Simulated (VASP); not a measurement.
# Be2Se (Pnnm) in VASP: further runs, part 2 of 2

VASP 6.6.1. Earlier steps stand in the parts before.

## (4) Relaxation of cell and atoms, PBE

Input file INCAR:

```
PREC     = Accurate       # precision mode
ENCUT    = 600            # plane-wave cutoff, eV
EDIFF    = 1E-6           # SCF threshold, eV
ISMEAR   = 0              # smearing method
SIGMA    = 0.1            # smearing width, eV
LREAL    = False          # projectors in reciprocal space
LASPH    = True           # aspherical terms in the spheres
NELM     = 100            # most SCF steps
ALGO     = Normal         # electronic algorithm
ISIF     = 3              # what is computed and relaxed
LWAVE    = False          # write WAVECAR
LCHARG   = False          # write CHGCAR
GGA      = PE             # functional
IBRION   = 2              # ionic algorithm
NSW      = 90             # ionic steps
EDIFFG   = -0.04          # ionic threshold
```

Input file KPOINTS:

```
regular mesh
0
Gamma
  4 4 6
```

Input file POSCAR:

```
Be2Se
1.0
    5.0051944584      0.0000000000      0.0000000000
    0.0000000000      5.1575962127      0.0000000000
    0.0000000000      0.0000000000      3.3688808854
Be Se
4 2
Direct
    0.2250000000      0.8250000000      0.5000000000
    0.7250000000      0.6750000000      0.0000000000
    0.7750000000      0.1750000000      0.5000000000
    0.2750000000      0.3250000000      0.0000000000
    0.5000000000      0.5000000000      0.5000000000
    0.0000000000      0.0000000000      0.0000000000
```

Started as:

```bash
$ cat potpaw_PBE.64/Be/POTCAR potpaw_PBE.64/Se/POTCAR > POTCAR
$ mpirun -np 1 vasp_std > vasp.out
```

It took 8.1 min on 1 thread of Intel Xeon 6975P-C (Granite Rapids), shared host; peak memory 0.24 GiB.

It converged, with:

| Quantity | Value |
| --- | --- |
| Free energy | -19.8667 eV |
| Relaxed volume | 15.67 Å³/atom |
| Relaxed cell | a = 4.662 Å, b = 5.723 Å, c = 3.524 Å, α = 90.00°, β = 90.00°, γ = 90.00° |
| Space group after relaxing (to 0.05 Å) | Pnnm (No. 58) |
| Energy gained by relaxing | 471.3 meV/atom |
| Ionic steps | 38 |
| Pressure after relaxing | 0.2 GPa |
| Largest force after relaxing | 0.020 eV/Å |
| Band gap on the k mesh | zero (band 10 reaches 5.06 eV, above the bottom of band 11 at 4.74 eV) |

Forces on the atoms (eV/Å):
```
Be   0.005  0.019  0.000
Be   0.005 -0.019  0.000
Be  -0.005 -0.019  0.000
Be  -0.005  0.019  0.000
Se   0.000  0.000  0.000
Se   0.000  0.000  0.000
```

Stress tensor (GPa, compression positive):
```
0.37 0.00 0.00
0.00 0.09 0.00
0.00 0.00 0.07
```

Step by step:
```csv
step,energy change (eV),largest force (eV/Å),pressure (GPa),volume (Å³)
1,0.0000,0.6148,8.86,86.97
2,-0.3877,0.5164,0.32,97.44
3,-0.4065,0.4831,-1.81,101.29
4,-0.5528,0.5376,-2.21,101.33
5,-0.9610,0.5789,-3.28,100.94
6,-1.1617,0.1952,-4.67,97.99
7,-1.1786,0.4028,-4.34,99.21
8,-1.2939,0.4042,-3.67,96.58
9,-1.5708,0.2565,-1.14,88.72
10,-0.9233,1.2512,12.73,73.17
11,-1.5860,0.3350,0.89,85.59
12,-1.5874,0.3408,1.51,84.55
13,-1.6602,0.2278,0.29,85.25
14,-1.7029,0.1132,-0.77,86.24
15,-1.7136,0.1510,-1.09,86.62
16,-1.7467,0.2654,-1.15,87.36
17,-1.8381,0.4158,-0.87,88.70
18,-1.7951,0.6431,2.89,90.89
19,-1.8625,0.4816,-0.23,89.35
20,-1.9669,0.5613,1.08,89.85
21,-1.7575,1.1070,7.08,90.89
22,-2.0060,0.6154,2.27,90.19
23,-2.0074,0.6367,2.64,90.28
24,-2.1096,0.6310,1.84,92.44
25,-2.2840,0.5745,-0.22,98.93
26,-2.2926,0.5506,-0.96,101.19
27,-2.4566,0.3698,-2.67,101.87
28,-2.5540,0.4416,-4.23,102.50
29,-2.7063,0.3963,-2.48,97.82
30,-2.7670,0.3536,-0.17,93.55
31,-2.7676,0.3476,0.20,92.94
32,-2.7917,0.2139,0.51,92.80
33,-2.8017,0.1931,0.91,92.62
34,-2.8144,0.1404,0.10,93.92
35,-2.8184,0.0949,-0.62,95.13
36,-2.8245,0.0569,-0.32,94.64
37,-2.8268,0.0644,0.03,94.12
38,-2.8281,0.0200,0.18,94.03
```

Final structure:
```
CELL_PARAMETERS angstrom
4.66181 0.00000 0.00000
0.00000 5.72311 0.00000
0.00000 0.00000 3.52426
ATOMIC_POSITIONS crystal
Be 0.31925 0.89754 0.50000
Be 0.81925 0.60246 0.00000
Be 0.68075 0.10246 0.50000
Be 0.18075 0.39754 0.00000
Se 0.50000 0.50000 0.50000
Se 0.00000 0.00000 0.00000
```

Levels at points of the mesh, in eV from the Fermi level:
```tsv
k point	band 7	band 8	band 9	band 10	band 11	band 12	band 13	band 14
(0.00, 0.00, 0.00)	-3.87	-3.30	-2.63	-2.62	0.49	2.10	2.59	3.84
(0.50, 0.00, 0.00)	-3.13	-3.13	-0.08	-0.08	1.56	1.56	2.79	2.79
(0.00, 0.50, 0.00)	-3.34	-3.34	-1.40	-1.40	1.68	1.68	2.22	2.22
(0.50, 0.50, 0.00)	-3.07	-3.07	0.14	0.14	0.55	0.55	1.53	1.53
(0.00, 0.00, 0.50)	-4.40	-4.40	-1.22	-1.22	0.99	0.99	1.00	1.00
(0.50, 0.00, 0.50)	-4.91	-4.91	-2.63	-2.63	-0.18	-0.18	3.96	3.96
(0.00, 0.50, 0.50)	-4.36	-4.36	-0.66	-0.66	-0.06	-0.06	0.64	0.64
(0.50, 0.50, 0.50)	-5.50	-5.50	-0.82	-0.82	1.82	1.82	2.01	2.01
```

## (5) Single point, PBE

This run uses another cell than the first one, of 15.84 Å³/atom, 1.093 times its volume.

Input file INCAR:

```
PREC = Accurate
ENCUT = 520
EDIFF = 1E-6
ISMEAR = 0
SIGMA = 0.1
LREAL = F
LASPH = T
NELM = 80
ALGO = Normal
ISIF = 2
LWAVE = F
LCHARG = F
GGA = PE
NBANDS = 19
```

Input file KPOINTS:

```
Automatic mesh
0
Gamma
  8 8 10
```

Input file POSCAR:

```
Be2Se
1.0
    4.7437396245      0.0000000000      0.0000000000
    0.0000000000      5.7278055260      0.0000000000
    0.0000000000      0.0000000000      3.4982244411
Be Se
4 2
Direct
    0.3169664398      0.9041620942      0.5000000000
    0.8169664398      0.5958379058      0.0000000000
    0.6830335602      0.0958379058      0.5000000000
    0.1830335602      0.4041620942      0.0000000000
    0.5000000000      0.5000000000      0.5000000000
    0.0000000000      0.0000000000      0.0000000000
```

Started as:

```bash
$ cat potpaw_PBE.64/Be/POTCAR potpaw_PBE.64/Se/POTCAR > POTCAR
$ mpirun -np 1 vasp_std > vasp.out
```

Wall time 84 s (1 thread of Intel Xeon 6975P-C (Granite Rapids), shared host); peak memory 0.38 GiB.

Results (log left out):

| Item | Value |
| --- | --- |
| Free energy | -19.8744 eV |
| Pressure | 0.1 GPa |
| Largest force | 0.004 eV/Å |
| Band gap on the k mesh | zero (band 10 reaches 5.10 eV, above the bottom of band 11 at 4.58 eV) |

Forces on the atoms (eV/Å):
```
Be   0.004  0.000  0.000
Be   0.004  0.000  0.000
Be  -0.004  0.000  0.000
Be  -0.004  0.000  0.000
Se   0.000  0.000  0.000
Se   0.000  0.000  0.000
```

Levels at points of the mesh, in eV from the Fermi level:
```tsv
k point	band 8	band 9	band 10	band 11	band 12	band 13
(0.00, 0.00, 0.00)	-3.28	-2.69	-2.50	0.55	2.14	2.66
(0.50, 0.00, 0.00)	-2.98	-0.20	-0.20	1.71	1.71	2.92
(0.00, 0.50, 0.00)	-3.17	-1.32	-1.32	1.79	1.79	2.27
(0.50, 0.50, 0.00)	-2.93	0.19	0.19	0.47	0.47	1.68
(0.00, 0.00, 0.50)	-4.40	-1.23	-1.23	0.96	0.96	1.00
(0.50, 0.00, 0.50)	-4.73	-2.54	-2.54	0.00	0.00	3.72
(0.00, 0.50, 0.50)	-4.33	-0.60	-0.60	0.02	0.02	0.59
(0.50, 0.50, 0.50)	-5.32	-0.66	-0.66	1.87	1.87	2.01
```

## (6) The runs side by side

```csv
task,cell,k mesh,cutoff (eV),gap on the mesh (eV),pressure (GPa),largest force (eV/Å)
single point,"a = 5.005, b = 5.158, c = 3.369 Å, 6 atoms",4 × 4 × 6,520,none,8.9,0.61
single point,"a = 4.689, b = 5.710, c = 3.509 Å, 6 atoms",4 × 4 × 6,520,none,0.3,0.02
relaxation of cell and atoms,"relaxed from a = 5.005, b = 5.158, c = 3.369 Å, 6 atoms",4 × 4 × 6,600,none,0.2,0.02
single point,"a = 4.744, b = 5.728, c = 3.498 Å, 6 atoms",8 × 8 × 10,520,none,0.1,-
```

Alike in all rows: level PBE; potentials or basis VASP PAW PBE potentials, release 64 (Be, Se); no spin polarisation; smearing gaussian 0.1 eV.

Total energies depend on the potentials used, so only differences within one code and one set of settings carry meaning.
